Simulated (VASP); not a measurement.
# Pt (P-1) in VASP: a series of runs

Pt is run at these levels: LDA; tasks: single point.

All numbers are computed with VASP 6.6.1; they aren't measurements. Logs are shortened: lines on timing, memory, paths and dates and some standing lists are left out, and cuts for length are marked.

### Step 1. The cell of the first run

The typed cell holds 1 atom: a = 2.789 Å, b = 2.611 Å, c = 3.138 Å, α = 114.63°, β = 116.87°, γ = 108.68°.

### Step 2. Single point, LDA (engineering shear strain xz -0.3000, engineering shear strain yz -0.2000)

File INCAR:

```
  PREC = Accurate
  ENCUT = 520
  EDIFF = 1E-6
  ISMEAR = 0
  SIGMA = 0.15
  LREAL = F
  LASPH = T
  NELM = 80
  ALGO = Fast
  ISIF = 2
  LWAVE = F
  LCHARG = F
  NBANDS = 11
```

File KPOINTS:

```
regular mesh
0
Gamma
  20 20 20
```

File POSCAR:

```
Pt
1.0
   -1.7831685446      1.3955232088      1.6281104103
    1.3179941416     -1.7056394774      1.4730522759
    1.7831685446      1.7056394774     -1.9382266789
Pt
1
Direct
    0.0000000000      0.0000000000      0.0000000000
```

Potentials or basis: VASP PAW LDA potentials, release 64 (Pt).

Run with:

```sh
cat potpaw_LDA.64/Pt/POTCAR > POTCAR
mpirun -np 1 vasp_std > vasp.out
```

OUTCAR:

```text
PREC = Accurate
   ENCUT = 520
   EDIFF = 1E-6
   ISMEAR = 0
   LREAL = F
   LASPH = T
   NELM = 80
   ISIF = 2

 ion  position               nearest neighbor table
   1  0.000  0.000  0.000-

  LATTYP: Found a triclinic cell.
 ALAT       =     6.9361439616
 B/A-ratio  =     0.3764029230
 C/A-ratio  =     0.8392841004
 COS(alpha) =     0.0126555469
 COS(beta)  =     0.5624007328
 COS(gamma) =     0.8225100909

  Lattice vectors:

 A1 = (   3.1011626862,  -6.2023253724,   0.1550581342)
 A2 = (   1.3179941416,  -1.7056394774,   1.4730522759)
 A3 = (  -0.8528197386,  -4.1865696264,  -3.9539824249)

Analysis of symmetry for initial positions (statically):
=====================================================================
 Subroutine PRICEL returns:
 Original cell was already a primitive cell.

 Routine SETGRP: Setting up the symmetry group for a
 triclinic supercell.

 Subroutine GETGRP returns: Found  2 space group operations
 (whereof  2 operations were pure point group operations)
 out of a pool of  2 trial point group operations.

The static configuration has the point symmetry S_2 .

Analysis of symmetry for dynamics (positions and initial velocities):
=====================================================================
 Subroutine PRICEL returns:
 Original cell was already a primitive cell.

 Routine SETGRP: Setting up the symmetry group for a
 triclinic supercell.

 Subroutine GETGRP returns: Found  2 space group operations
 (whereof  2 operations were pure point group operations)
 out of a pool of  2 trial point group operations.

The dynamic configuration has the point symmetry S_2 .

 Subroutine INISYM returns: Found  2 space group operations
 (whereof  2 operations are pure point group operations),
 and found     1 'primitive' translations

----------------------------------------------------------------------------------------

                                     Primitive cell

  volume of cell :      14.4276

  direct lattice vectors                    reciprocal lattice vectors
    -1.783168545  1.395523209  1.628110410     0.054993128  0.359121789  0.366620851
     1.317994142 -1.705639477  1.473052276     0.379952519  0.038328544  0.383285436
     1.783168545  1.705639477 -1.938226679     0.334958142  0.330791995  0.083322921

  length of vectors
     2.788892001  2.610784861  3.137772896     0.516142957  0.541055190  0.478082639

  position of ions in fractional coordinates (direct lattice)
     0.000000000  0.000000000  0.000000000

  ion indices of the primitive-cell ions
   primitive index   ion index
                 1           1

----------------------------------------------------------------------------------------

 KPOINTS: regular mesh

Automatic generation of k-mesh.
 Grid dimensions read from file:
 generate k-points for:   20   20   20

 Generating k-lattice:

  Cartesian coordinates                     Fractional coordinates (reciprocal lattice)
     0.002749656  0.017956089  0.018331043     0.050000000  0.000000000  0.000000000
     0.018997626  0.001916427  0.019164272    -0.000000000  0.050000000  0.000000000
     0.016747907  0.016539600  0.004166146     0.000000000 -0.000000000  0.050000000

  Length of vectors
     0.025807148  0.027052760  0.023904132

  Shift w.r.t. Gamma in fractional coordinates (k-lattice)
     0.000000000  0.000000000  0.000000000

 Subroutine IBZKPT returns following result:
 ===========================================

 Found   4004 irreducible k-points:

 Following reciprocal coordinates:
            Coordinates               Weight
  0.000000  0.000000  0.000000      1.000000
  0.050000  0.000000  0.000000      2.000000
  0.100000  0.000000  0.000000      2.000000
  0.150000  0.000000 -0.000000      2.000000
  0.200000  0.000000  0.000000      2.000000
  0.250000  0.000000 -0.000000      2.000000
[... 16 lines left out ...]
 -0.450000  0.050000  0.000000      2.000000
 -0.400000  0.050000  0.000000      2.000000
 [... further k-points ...]
   k-points           NKPTS =   4004   k-points in BZ     NKDIM =   4004   number of bands    NBANDS=     11
   number of dos      NEDOS =    301   number of ions     NIONS =      1
   total plane-waves  NPLWV =  11520
   dimension x,y,z NGX =    24 NGY =   20 NGZ =   24
   dimension x,y,z NGXF=    48 NGYF=   40 NGZF=   48
   ions per type =               1
   NGX,Y,Z   is equivalent  to a cutoff of  14.31, 12.74, 12.72 a.u.
   NGXF,Y,Z  is equivalent  to a cutoff of  28.61, 25.47, 25.43 a.u.
 SYSTEM =  unknown system
   PREC   = accura    normal or accurate (medium, high low for compatibility)
   ISTART =      0    job   : 0-new  1-cont  2-samecut
   ICHARG =      2    charge: 1-file 2-atom 10-const
   ISPIN  =      1    spin polarized calculation?
   LNONCOLLINEAR =      F non collinear calculations
   LSORBIT =      F    spin-orbit coupling
   LASPH  =      T    aspherical Exc in radial PAW
   ENCUT  =  520.0 eV  38.22 Ry    6.18 a.u.   5.19  4.85  5.83*2*pi/ulx,y,z
   NELM   =     80;   NELMIN=  2; NELMDL= -5     # of ELM steps
   EDIFF  = 0.1E-05   stopping-criterion for ELM
   LREAL  =      F    real-space projection
   EDIFFG = 0.1E-04   stopping-criterion for IOM
   NSW    =      0    number of steps for IOM
   IBRION =     -1    ionic relax: 0-MD 1-quasi-New 2-CG
   NFREE  =      0    steps in history (QN), initial steepest desc. (CG)
   ISIF   =      2    stress and relaxation
   ISYM   =      2    0-nonsym 1-usesym 2-fastsym
   POTIM  = 0.5000    time-step for ionic-motion
   TEBEG  =    0.0;   TEEND  =   0.0 temperature during run
   PSTRESS=    0.0 pullay stress
   NELECT =      10.0000    total number of electrons
   NUPDOWN=      -1.0000    fix difference up-down
   EMIN   =  10.00;   EMAX   =-10.00  energy-range for DOS
   EFERMI =   0.00;   METHOD = LEGACY
   ISMEAR =     0;   SIGMA  =   0.15  broadening in eV -4-tet -1-fermi 0-gaus
   EFERMI_NEDOS =   21; number of points for ismear=-14 and -15
   IALGO  =     68    algorithm
   IMIX   =      4    mixing-type and parameters
     AMIX     =   0.40;   BMIX     =  1.00
     AMIX_MAG =   1.60;   BMIX_MAG =  1.00
  volume/ion in A,a.u.               =      14.43        97.36
  Fermi-wavevector in a.u.,A,eV,Ry     =   1.448805  2.737845 28.559120  2.099036
  Thomas-Fermi vector in A             =   2.566604
   LORBIT       =      0    0 simple, 1 ext, 2 COOP (PROOUT), +10 PAW based schemes
   GGA     = CA    functional components
   LHFCALC =     F    Hartree Fock is set to
   AEXX    =    0.0000 exact exchange contribution
   IVDW    =     0    specifies the selected vdW correction
   LEPSILON=     F    determine dielectric tensor
   LRPA    =     F    only Hartree local field effects (RPA)
 non-spin polarized calculation
 RMM-DIIS sequential band-by-band and
 Gauss-broadening in eV      SIGMA  =   0.15
  energy-cutoff  :      520.00
  volume of cell :       14.43
 maximum number of plane-waves:       398
 NGX is ok and might be reduce to    24
   NGX = 11   NGY =  9   NGZ = 11

 number of electron      10.0000001 magnetization

 Free energy of the ion-electron system (eV)
  ---------------------------------------------------
  ext. energy  EPLUGINS =         0.00000000
  ---------------------------------------------------
  free energy    TOTEN  =        -6.16837147 eV

  energy without entropy =       -6.15397749  energy(sigma->0) =       -6.16117448

 E-fermi :  12.1361     XC(G=0): -13.8455

 val. band max:       12.1355416288   @ k =  -0.0500  -0.2500   0.2500
 cond. band min:      12.1362438080   @ k =  -0.4000   0.0000   0.2500
 fundamental gap:      0.0007021793
 Fermi energy:        12.1361435321

 k-point     1 :       0.0000    0.0000    0.0000
  band No.  band energies     occupation
      1       1.2657      2.00000
      2       4.2850      2.00000
      3       6.7081      2.00000
      4       9.6096      2.00000
      5      11.9980      1.80726
      6      12.4725      0.00152
      7      25.4106      0.00000
      8      28.4130      0.00000
      9      31.4170      0.00000
     10      37.6666      0.00000
     11      38.3872      0.00000

 k-point     2 :       0.0500    0.0000    0.0000
  band No.  band energies     occupation
      1       1.4321      2.00000
      2       4.4241      2.00000
      3       6.7539      2.00000
      4       9.6216      2.00000
      5      11.7474      1.99975
      6      12.2990      0.12474
      7      25.5785      0.00000
      8      28.7369      0.00000
      9      31.6649      0.00000
     10      36.5170      0.00000
     11      38.8870      0.00000

 k-point     3 :       0.1000    0.0000    0.0000
  band No.  band energies     occupation
      1       1.9086      2.00000
      2       4.8439      2.00000
      3       6.8886      2.00000
      4       9.6514      2.00000
      5      11.0876      2.00000
      6      11.8370      1.99520
      7      26.0067      0.00000
      8      29.6303      0.00000
      9      32.3007      0.00000
     10      34.8914      0.00000
     11      38.0700      0.00000

 k-point     4 :       0.1500    0.0000   -0.0000
  band No.  band energies     occupation
      1       2.6232      2.00000
      2       5.5458      2.00000
      3       7.1045      2.00000
      4       9.6212      2.00000
      5      10.3045      2.00000
      6      11.2152      2.00000
      7      26.5053      0.00000
      8      30.8792      0.00000
      9      32.8160      0.00000
     10      33.4567      0.00000
     11      36.3946      0.00000

 k-point     5 :       0.2000    0.0000    0.0000
  band No.  band energies     occupation
      1       3.4489      2.00000
      2       6.4639      2.00000
      3       7.4068      2.00000
      4       9.1466      2.00000
      5      10.0236      2.00000
      6      10.6077      2.00000
      7      26.7607      0.00000
      8      31.8506      0.00000
      9      32.2138      0.00000
     10      32.6816      0.00000
     11      35.5196      0.00000
[... 211 lines left out ...]
 k-point    21 :       0.4500    0.0500    0.0000
  band No.  band energies     occupation
      1       4.1732      2.00000
      2       6.0835      2.00000
      3       8.8858      2.00000
      4      10.9510      2.00000
      5      12.6242      0.00000
      6      14.8011      0.00000
      7      22.6424      0.00000
      8      23.3619      0.00000
      9      29.8506      0.00000
     10      33.5228      0.00000
     11      34.2351      0.00000

 k-point    22 :       0.5000    0.0500   -0.0000
  band No.  band energies     occupation
      1       4.2022      2.00000
      2       6.0954      2.00000
      3       9.0438      2.00000
      4      10.7529      2.00000
      5      13.1249      0.00000
      6      14.0378      0.00000
      7      22.3522      0.00000
      8      23.5575      0.00000
      9      29.8819      0.00000
     10      33.3237      0.00000
     11      34.8298      0.00000

 k-point    23 :      -0.4500    0.0500    0.0000
  band No.  band energies     occupation
      1       4.3852      2.00000
      2       6.1899      2.00000
      3       9.1883      2.00000
      4      10.3897      2.00000
      5      12.7507      0.00000
      6      12.8368      0.00000
      7      22.6754      0.00000
      8      24.2986      0.00000
      9      30.4972      0.00000
     10      33.2991      0.00000
     11      35.8568      0.00000

 k-point    24 :      -0.4000    0.0500    0.0000
  band No.  band energies     occupation
      1       4.6353      2.00000
      2       6.3537      2.00000
      3       9.3768      2.00000
      4       9.8705      2.00000
      5      11.3822      2.00000
      6      11.8586      1.99113
      7      23.7052      0.00000
      8      25.4226      0.00000
      9      31.2034      0.00000
     10      33.2485      0.00000
     11      37.3635      0.00000

 [... further k-points ...]

------------------------ aborting loop because EDIFF is reached ----------------------------------------

  FORCE on cell =-STRESS in cart. coord.  units (eV):
  Direction    XX          YY          ZZ          XY          YZ          ZX
  --------------------------------------------------------------------------------------
  -------------------------------------------------------------------------------------
  Total        4.8024649      6.6221253      3.9127900      4.4759335      3.8617130      4.8412181
  in kB      533.3105223    735.3826023    434.5127243    497.0494271    428.8406558    537.6140441
  external PRESSURE =     567.7352830 kB  Pullay stress =       0.0000000 kB

 VOLUME and BASIS-vectors are now :
 -----------------------------------------------------------------------------
  energy-cutoff  :      520.00
  volume of cell :       14.43
      direct lattice vectors                 reciprocal lattice vectors
    -1.783168545  1.395523209  1.628110410     0.054993128  0.359121789  0.366620851
     1.317994142 -1.705639477  1.473052276     0.379952519  0.038328544  0.383285436
     1.783168545  1.705639477 -1.938226679     0.334958142  0.330791995  0.083322921

 POSITION                                       TOTAL-FORCE (eV/Angst)
 -----------------------------------------------------------------------------------
      0.00000      0.00000      0.00000         0.000000      0.000000      0.000000
 -----------------------------------------------------------------------------------
    total drift:                                0.000000     -0.000000      0.000000

  FREE ENERGIE OF THE ION-ELECTRON SYSTEM (eV)
  ---------------------------------------------------
  free  energy   TOTEN  =        -6.1683714677 eV

  energy  without entropy=       -6.1539774931  energy(sigma->0) =       -6.16117448
```

It took 7.7 min on 1 thread of Intel Xeon 8259CL, shared host; peak memory 0.7 GiB.

Results:

```
Free energy            : -6.1684 eV
Pressure               : 56.8 GPa
Band gap on the k mesh : zero (bands 5 and 6 overlap by 5.13 eV)
```

Caveat: the cell differs from its parent crystal (engineering shear strain xz -0.3000, engineering shear strain yz -0.2000); the cell stands under pressure; spin-orbit coupling is left out, which moves the levels of the heavy elements.

### Step 3. Single point, LDA (engineering shear strain xz -0.3000, engineering shear strain yz -0.1000)

File INCAR:

```
SYSTEM = Pt
  PREC = Accurate
  ENCUT = 520
  EDIFF = 1E-6
  ISMEAR = 0
  SIGMA = 0.15
  LREAL = .FALSE.
  LASPH = .TRUE.
  NELM = 60
  ALGO = Fast
  ISIF = 2
  LWAVE = .FALSE.
  LCHARG = .TRUE.
  LELF = .TRUE.
  LVHAR = .TRUE.
  NBANDS = 11
```

File KPOINTS:

```
Automatic mesh
0
G
  20 20 20
  0 0 0
```

File POSCAR:

```
Pt
1.0
   -1.7831685446      1.4730522759      1.7056394774
    1.3179941416     -1.6281104103      1.3955232088
    1.7831685446      1.6281104103     -1.8606976117
Pt
1
Direct
    0.0000000000      0.0000000000      0.0000000000
```

Potentials or basis: VASP PAW LDA potentials, release 64 (Pt).

Run with:

```sh
cat potpaw_LDA.64/Pt/POTCAR > POTCAR
mpirun -np 1 vasp_std > vasp.out
```

It took 7.4 min on 1 thread of Intel Xeon 8259CL, shared host; peak memory 0.71 GiB.

It converged, with:

```
Free energy            : -6.5218 eV
Pressure               : 42.2 GPa
Band gap on the k mesh : zero (bands 5 and 6 overlap by 5.13 eV)
```

Stress tensor (GPa, compression positive):
```
32.68 24.90 48.55
24.90 63.38 19.79
48.55 19.79 30.48
```

Levels at points of the mesh, in eV from the Fermi level:
```
           k point  band 1  band 2  band 3  band 4  band 5  band 6  band 7  band 8  band 9  band 10
(0.00, 0.00, 0.00)  -10.56   -6.98   -5.16   -2.04   -0.56    0.29   13.50   17.20   19.49    25.91
(0.50, 0.00, 0.00)   -7.48   -6.00   -2.27   -0.75    0.80    0.97    9.60   10.79   18.71    22.59
(0.00, 0.50, 0.00)   -7.98   -5.34   -2.71   -1.66    2.93    2.98   11.24   11.72   14.91    20.86
(0.50, 0.50, 0.00)   -7.96   -6.53   -0.91   -0.24   -0.09    0.69    7.06   10.01   20.51    21.82
(0.00, 0.00, 0.50)   -7.38   -5.94   -2.06   -1.07    0.08    0.33    9.05   12.30   18.68    24.17
(0.50, 0.00, 0.50)   -8.58   -7.29   -1.84   -0.01    0.41    0.60    3.43   15.09   19.49    25.44
(0.00, 0.50, 0.50)   -8.04   -6.46   -0.83   -0.63   -0.55    0.38    6.48   11.56   20.33    23.36
(0.50, 0.50, 0.50)   -7.90   -6.83   -1.85    0.17    2.98    7.77    8.29    9.26   16.03    20.16
```

Caveat: the cell differs from its parent crystal (engineering shear strain xz -0.3000, engineering shear strain yz -0.1000); the cell stands under pressure; spin-orbit coupling is left out, which moves the levels of the heavy elements.
